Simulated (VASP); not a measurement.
# Li16H (a cell with a defect) in VASP: notebook

The runs below take Li16H (a cell with a defect) through single point, with PBE+D3(BJ).

Everything below comes from runs of VASP 6.6.1. Logs are shortened: lines on timing, memory, paths and dates and some standing lists are left out, and cuts for length are marked.

## 1. The cell of the first run

The cell holds a defect, 17 atoms: a = 6.980 Å, b = 6.980 Å, c = 6.980 Å, α = 90.00°, β = 90.00°, γ = 90.00°.

## 2. Single point, PBE+D3(BJ)

File INCAR:

```
PREC     = Accurate       # precision mode
ENCUT    = 520            # plane-wave cutoff, eV
EDIFF    = 1E-6           # SCF threshold, eV
ISMEAR   = 0              # smearing method
SIGMA    = 0.1            # smearing width, eV
LREAL    = Auto         
LASPH    = True           # aspherical terms in the spheres
NELM     = 60             # most SCF steps
ALGO     = Normal         # electronic algorithm
ISIF     = 2              # what is computed and relaxed
LWAVE    = False          # write WAVECAR
LCHARG   = False          # write CHGCAR
GGA      = PE             # functional
IVDW     = 12             # dispersion correction
NBANDS   = 38             # bands
```

File KPOINTS:

```
Automatic mesh
0
Gamma
  4 4 4
```

File POSCAR:

```
Li16H
1.0
    6.9800000000      0.0000000000      0.0000000000
    0.0000000000      6.9800000000      0.0000000000
    0.0000000000      0.0000000000      6.9800000000
Li H
16 1
Direct
    0.0203837359      0.0003090859     -0.0144427125
    0.4976314359      0.0006378141      0.0293939400
   -0.0163180956      0.5003099703     -0.0108674211
    0.0203616111      0.0003116741      0.5143803689
    0.2282437158      0.2654530417      0.2500563093
    0.5091165806      0.5007930155      0.0105406047
    0.4976975319      0.0006603762      0.4706210475
    0.7535791502      0.2251061195      0.2501162828
   -0.0162879373      0.5003160173      0.5109563773
    0.2283541848      0.7343753846      0.2500545286
    0.2677546451      0.2572591857      0.7500493624
    0.5091427518      0.5008002226      0.4894678227
    0.7541454961      0.7748197671      0.2500947337
    0.7390339636      0.2387509198      0.7501353863
    0.2680731941      0.7434565814      0.7500423143
    0.7393685228      0.7611895539      0.7501268864
    0.6293699135     -0.0009071296      0.2498583689
```

Potentials or basis: VASP PAW PBE potentials, release 64 (Li_sv, H).

The run is started by

```bash
$ cat potpaw_PBE.64/Li_sv/POTCAR potpaw_PBE.64/H/POTCAR > POTCAR
$ mpirun -np 1 vasp_std > vasp.out
```

OUTCAR:

```text
PREC = Accurate
   ENCUT = 520
   EDIFF = 1E-6
   ISMEAR = 0
   LREAL = Auto
   LASPH = True
   NELM = 60
   ISIF = 2
   GGA = PE
   IVDW = 12
 IVDW          = 12

 ion  position               nearest neighbor table
   1  0.020  0.000  0.986-
   2  0.498  0.001  0.029-
   3  0.984  0.500  0.989-
   4  0.020  0.000  0.514-
   5  0.228  0.265  0.250-
   6  0.509  0.501  0.011-
[... 9 lines left out ...]
  16  0.739  0.761  0.750-
  17  0.629  0.999  0.250-

  LATTYP: Found a simple cubic cell.
 ALAT       =     6.9800000000

  Lattice vectors:

 A1 = (   6.9800000000,   0.0000000000,   0.0000000000)
 A2 = (   0.0000000000,   6.9800000000,   0.0000000000)
 A3 = (   0.0000000000,   0.0000000000,   6.9800000000)

Analysis of symmetry for initial positions (statically):
=====================================================================
 Subroutine PRICEL returns:
 Original cell was already a primitive cell.

 Routine SETGRP: Setting up the symmetry group for a
 simple cubic supercell.

 Subroutine GETGRP returns: Found  1 space group operations
 (whereof  1 operations were pure point group operations)
 out of a pool of 48 trial point group operations.

The static configuration has the point symmetry C_1 .

Analysis of symmetry for dynamics (positions and initial velocities):
=====================================================================
 Subroutine PRICEL returns:
 Original cell was already a primitive cell.

 Routine SETGRP: Setting up the symmetry group for a
 simple cubic supercell.

 Subroutine GETGRP returns: Found  1 space group operations
 (whereof  1 operations were pure point group operations)
 out of a pool of 48 trial point group operations.

The dynamic configuration has the point symmetry C_1 .

 Subroutine INISYM returns: Found  1 space group operations
 (whereof  1 operations are pure point group operations),
 and found     1 'primitive' translations

----------------------------------------------------------------------------------------

                                     Primitive cell

  volume of cell :     340.0684

  direct lattice vectors                    reciprocal lattice vectors
     6.980000000  0.000000000  0.000000000     0.143266476  0.000000000  0.000000000
     0.000000000  6.980000000  0.000000000     0.000000000  0.143266476  0.000000000
     0.000000000  0.000000000  6.980000000     0.000000000  0.000000000  0.143266476

[... 119 lines left out ...]
   ISIF   =      2    stress and relaxation
   ISYM   =      2    0-nonsym 1-usesym 2-fastsym
   POTIM  = 0.5000    time-step for ionic-motion
   TEBEG  =    0.0;   TEEND  =   0.0 temperature during run
   PSTRESS=    0.0 pullay stress
   NELECT =      49.0000    total number of electrons
   NUPDOWN=      -1.0000    fix difference up-down
   EMIN   =  10.00;   EMAX   =-10.00  energy-range for DOS
   EFERMI =   0.00;   METHOD = LEGACY
   ISMEAR =     0;   SIGMA  =   0.10  broadening in eV -4-tet -1-fermi 0-gaus
   EFERMI_NEDOS =   21; number of points for ismear=-14 and -15
   IALGO  =     38    algorithm
   IMIX   =      4    mixing-type and parameters
     AMIX     =   0.40;   BMIX     =  1.00
     AMIX_MAG =   1.60;   BMIX_MAG =  1.00
  volume/ion in A,a.u.               =      20.00       134.99
  Fermi-wavevector in a.u.,A,eV,Ry     =   0.858258  1.621873 10.022155  0.736608
  Thomas-Fermi vector in A             =   1.975436
   LORBIT       =      0    0 simple, 1 ext, 2 COOP (PROOUT), +10 PAW based schemes
   GGA     = PE    functional components
   LHFCALC =     F    Hartree Fock is set to
   AEXX    =    0.0000 exact exchange contribution
   IVDW    =    12    specifies the selected vdW correction
   LEPSILON=     F    determine dielectric tensor
   LRPA    =     F    only Hartree local field effects (RPA)
 non-spin polarized calculation
 Gauss-broadening in eV      SIGMA  =   0.10
  energy-cutoff  :      520.00
  volume of cell :      340.07
 maximum number of plane-waves:      9183
 NGX is ok and might be reduce to    54
   NGX = 25   NGY = 25   NGZ = 25

 number of electron      48.9999976 magnetization

 Free energy of the ion-electron system (eV)
  ---------------------------------------------------
  ext. energy  EPLUGINS =         0.00000000
  ---------------------------------------------------
  free energy    TOTEN  =       -34.20587105 eV

  energy without entropy =      -34.14282803  energy(sigma->0) =      -34.17434954

 E-fermi :   0.5436     XC(G=0):  -6.9631

 val. band max:        0.5419313125   @ k =   0.2500   0.0000   0.5000
 cond. band min:       0.5440254386   @ k =  -0.2500   0.5000   0.0000
 fundamental gap:      0.0020941261
 Fermi energy:         0.5435616412

 k-point     1 :       0.0000    0.0000    0.0000
  band No.  band energies     occupation
      1     -46.1441      2.00000
      2     -46.1410      2.00000
      3     -46.1288      2.00000
      4     -46.1274      2.00000
      5     -46.0841      2.00000
      6     -46.0786      2.00000
[... 925 lines left out ...]
     35       3.6857      0.00000
     36       4.2213      0.00000

 [... further k-points ...]

 [bands above 36 left out]

------------------------ aborting loop because EDIFF is reached ----------------------------------------

 Edisp (eV)   -2.66114

 E8    (eV) :    -1.1001

  FORCE on cell =-STRESS in cart. coord.  units (eV):
  Direction    XX          YY          ZZ          XY          YZ          ZX
  --------------------------------------------------------------------------------------
  -------------------------------------------------------------------------------------
  Total      -3.97283    -3.86900    -3.80350    -0.00980     0.00093     0.00301
  in kB     -18.71737   -18.22818   -17.91957    -0.04616     0.00436     0.01418
  external pressure =      -18.29 kB  Pullay stress =        0.00 kB

 VOLUME and BASIS-vectors are now :
 -----------------------------------------------------------------------------
  energy-cutoff  :      520.00
  volume of cell :      340.07
      direct lattice vectors                 reciprocal lattice vectors
     6.980000000  0.000000000  0.000000000     0.143266476  0.000000000  0.000000000
     0.000000000  6.980000000  0.000000000     0.000000000  0.143266476  0.000000000
     0.000000000  0.000000000  6.980000000     0.000000000  0.000000000  0.143266476

 POSITION                                       TOTAL-FORCE (eV/Angst)
 -----------------------------------------------------------------------------------
      0.14228      0.00216      6.87919        -0.009066     -0.002536     -0.011094
      3.47347      0.00445      0.20517        -0.015125     -0.005988     -0.018864
      6.86610      3.49216      6.90415        -0.004711     -0.003172      0.002844
      0.14212      0.00218      3.59037        -0.009167     -0.002848      0.012949
      1.59314      1.85286      1.74539         0.009296      0.012224     -0.000326
      3.55363      3.49554      0.07357        -0.008145     -0.008145     -0.001078
[... 9 lines left out ...]
      5.16079      5.31310      5.23589         0.008248      0.003926     -0.000709
      4.39300      6.97367      1.74401         0.003537      0.020837      0.003509
 -----------------------------------------------------------------------------------
    total drift:                               -0.008778     -0.003047      0.000448

  FREE ENERGIE OF THE ION-ELECTRON SYSTEM (eV)
  ---------------------------------------------------
  free  energy   TOTEN  =       -36.8670084821 eV

  energy  without entropy=      -36.8039654663  energy(sigma->0) =      -36.83548697
```

OSZICAR:

```text
N       E                     dE             d eps       ncg     rms          rms(c)
DAV:   1     0.277393370627E+03    0.27739E+03   -0.20927E+04  2784   0.126E+03
DAV:   2     0.388392775854E+02   -0.23855E+03   -0.22309E+03  2808   0.339E+02
DAV:   3    -0.196684370958E+02   -0.58508E+02   -0.56858E+02  4988   0.845E+01
DAV:   4    -0.322920737169E+02   -0.12624E+02   -0.12464E+02  4638   0.649E+01
DAV:   5    -0.351270988605E+02   -0.28350E+01   -0.28338E+01  4876   0.186E+01    0.416E+00
DAV:   6    -0.343596231032E+02    0.76748E+00   -0.14130E+00  3574   0.560E+00    0.185E+00
DAV:   7    -0.341985972055E+02    0.16103E+00   -0.62868E-01  4016   0.218E+00    0.488E-01
DAV:   8    -0.342049535196E+02   -0.63563E-02   -0.79927E-02  4152   0.840E-01    0.235E-01
DAV:   9    -0.342057718615E+02   -0.81834E-03   -0.14212E-02  3976   0.377E-01    0.136E-01
DAV:  10    -0.342058575551E+02   -0.85694E-04   -0.33055E-03  3560   0.162E-01    0.341E-02
DAV:  11    -0.342058844147E+02   -0.26860E-04   -0.53827E-04  4568   0.666E-02    0.189E-02
DAV:  12    -0.342058731997E+02    0.11215E-04   -0.32475E-05  4496   0.256E-02    0.625E-03
DAV:  13    -0.342058712705E+02    0.19291E-05   -0.11619E-05  4008   0.127E-02    0.199E-03
DAV:  14    -0.342058710490E+02    0.22158E-06   -0.10918E-06  2608   0.550E-03
   1 F= -.36867008E+02 E0= -.36835487E+02  d E =-.630430E-01
```

stdout:

```text
POSCAR found type information on POSCAR LiH
 POSCAR found :  2 types and      17 ions
 scaLAPACK will be used
 LDA part: xc-table for (Slater+PW92), standard interpolation
 POSCAR, INCAR and KPOINTS ok, starting setup
 FFT: planning ... GRIDC
 FFT: planning ... GRID_SOFT
 FFT: planning ... GRID
 WAVECAR not read
 entering main loop
```

It took 5 min on 1 thread of Intel Xeon 6975P-C (Granite Rapids), shared host; peak memory 0.53 GiB.

Results:

- Free energy: -36.8670 eV
- Largest force: 0.025 eV/Å
- Band gap on the k mesh: zero (an odd number of electrons rules out a gap without spin polarisation)
- Dispersion energy per atom: -0.157 eV

Forces in eV/Å, atoms in the order of the input:
```
Li  -0.009 -0.003 -0.011
Li  -0.015 -0.006 -0.019
Li  -0.005 -0.003  0.003
Li  -0.009 -0.003  0.013
Li   0.009  0.012  0.000
Li  -0.008 -0.008 -0.001
Li  -0.015 -0.006  0.018
Li   0.013  0.001 -0.002
Li  -0.006 -0.003 -0.002
Li   0.008 -0.001 -0.001
Li   0.007  0.008  0.000
Li  -0.008 -0.008  0.002
Li   0.016 -0.005 -0.001
Li   0.008  0.005  0.000
Li   0.004 -0.004  0.000
Li   0.008  0.004 -0.001
H    0.004  0.021  0.004
```

Levels at points of the mesh, in eV from the Fermi level:
| k point | band 21 | band 22 | band 23 | band 24 | band 25 | band 26 | band 27 | band 28 |
| --- | --- | --- | --- | --- | --- | --- | --- | --- |
| (0.00, 0.00, 0.00) | -1.16 | -1.15 | -1.10 | -0.39 | 0.21 | 0.24 | 0.25 | 0.25 |
| (0.50, 0.00, 0.00) | -0.66 | -0.65 | -0.62 | -0.62 | -0.62 | -0.59 | 0.26 | 1.01 |
| (0.00, 0.50, 0.00) | -0.67 | -0.65 | -0.62 | -0.61 | -0.60 | -0.57 | 0.50 | 0.98 |
| (0.00, 0.00, 0.50) | -0.67 | -0.65 | -0.62 | -0.61 | -0.60 | -0.57 | 0.48 | 0.98 |
| (0.50, 0.50, 0.00) | -1.45 | -0.19 | -0.13 | -0.10 | -0.10 | 0.02 | 0.04 | 0.06 |
| (0.00, 0.50, 0.50) | -1.43 | -0.17 | -0.07 | -0.06 | -0.05 | -0.03 | -0.02 | 0.03 |
| (0.50, 0.00, 0.50) | -1.45 | -0.20 | -0.13 | -0.11 | -0.11 | 0.03 | 0.05 | 0.07 |
| (0.50, 0.50, 0.50) | -1.75 | -1.74 | -1.74 | -1.74 | 0.16 | 2.33 | 2.34 | 2.40 |

Caveat: the cutoff is under 1.25 times the usual one of these potentials, so pressure, stress and relaxed cells hold a basis-set (Pulay) error.

## 3. Single point, PBE+D3(BJ)

File INCAR:

```
SYSTEM = Li16H
PREC = Accurate
ENCUT = 520
EDIFF = 1E-6
ISMEAR = 0
SIGMA = 0.1
LREAL = Auto
LASPH = .True.
NELM = 100
ALGO = Normal
ISIF = 2
LWAVE = .False.
LCHARG = .False.
GGA = PE
IVDW = 12
NBANDS = 38
```

File KPOINTS:

```
Automatic mesh
0
Gamma
  4 4 4
  0 0 0
```

File POSCAR:

```
Li16H
1.0
    6.9800000000      0.0000000000      0.0000000000
    0.0000000000      6.9800000000      0.0000000000
    0.0000000000      0.0000000000      6.9800000000
Li H
16 1
Direct
    0.0141186857     -0.0000224372     -0.0200245636
    0.4857602181     -0.0000214188     -0.0200701808
    0.0113897959      0.4999773846      0.0158851117
   -0.0298246927     -0.0000455109      0.5019466759
    0.2502541338      0.2388311429      0.2609580551
    0.4887669127      0.4999783713      0.0159311184
    0.5298724410     -0.0000415112      0.5020627179
    0.7501966664      0.2259378374      0.2460496810
   -0.0102804913      0.4999442739      0.4911173409
    0.2502558328      0.7611746029      0.2609828233
    0.2500882035      0.2562575642      0.7320471305
    0.5103003727      0.4999453298      0.4911620808
    0.7502006668      0.7740680825      0.2460890914
    0.7501154485      0.2655718329      0.7717566790
    0.2500893222      0.7436927630      0.7320699198
    0.7501164827      0.7344377348      0.7717679198
    0.7497335911      0.0000618582      0.3694000092
```

Potentials or basis: VASP PAW PBE potentials, release 64 (Li_sv, H).

The run is started by

```bash
$ cat potpaw_PBE.64/Li_sv/POTCAR potpaw_PBE.64/H/POTCAR > POTCAR
$ mpirun -np 1 vasp_std > vasp.out
```

It took 4.6 min on 1 thread of Intel Xeon 6975P-C (Granite Rapids), shared host; peak memory 0.53 GiB.

Results (log left out):

| Quantity | Value |
| --- | --- |
| Free energy | -36.8670 eV |
| Largest force | 0.025 eV/Å |
| Band gap on the k mesh | zero (an odd number of electrons rules out a gap without spin polarisation) |
| Dispersion energy per atom | -0.157 eV |

Forces in eV/Å, atoms in the order of the input:
```
Li   0.012  0.000  0.010
Li  -0.010  0.000  0.010
Li  -0.002  0.000  0.008
Li   0.017  0.000  0.015
Li  -0.002  0.000 -0.008
Li   0.003  0.000  0.007
Li  -0.019  0.000  0.017
Li  -0.002  0.001 -0.014
Li   0.004  0.001  0.008
Li  -0.002 -0.001 -0.008
Li  -0.001  0.007 -0.007
Li  -0.002  0.000  0.008
Li  -0.002 -0.001 -0.014
Li  -0.001  0.007 -0.009
Li  -0.001 -0.007 -0.007
Li  -0.001 -0.007 -0.010
H    0.007 -0.001 -0.005
```

Levels at points of the mesh, in eV from the Fermi level:
```
           k point  band 22  band 23  band 24  band 25  band 26  band 27
(0.00, 0.00, 0.00)    -1.15    -1.11    -0.39     0.21     0.24     0.25
(0.50, 0.00, 0.00)    -0.65    -0.62    -0.61    -0.60    -0.57     0.48
(0.00, 0.50, 0.00)    -0.65    -0.62    -0.61    -0.60    -0.57     0.50
(0.00, 0.00, 0.50)    -0.65    -0.62    -0.62    -0.62    -0.59     0.26
(0.50, 0.50, 0.00)    -0.17    -0.07    -0.07    -0.05    -0.03    -0.02
(0.00, 0.50, 0.50)    -0.19    -0.13    -0.10    -0.09     0.02     0.04
(0.50, 0.00, 0.50)    -0.20    -0.13    -0.11    -0.11     0.03     0.05
(0.50, 0.50, 0.50)    -1.74    -1.74    -1.74     0.16     2.33     2.34
```

Caveat: the cutoff is under 1.25 times the usual one of these potentials, so pressure, stress and relaxed cells hold a basis-set (Pulay) error.
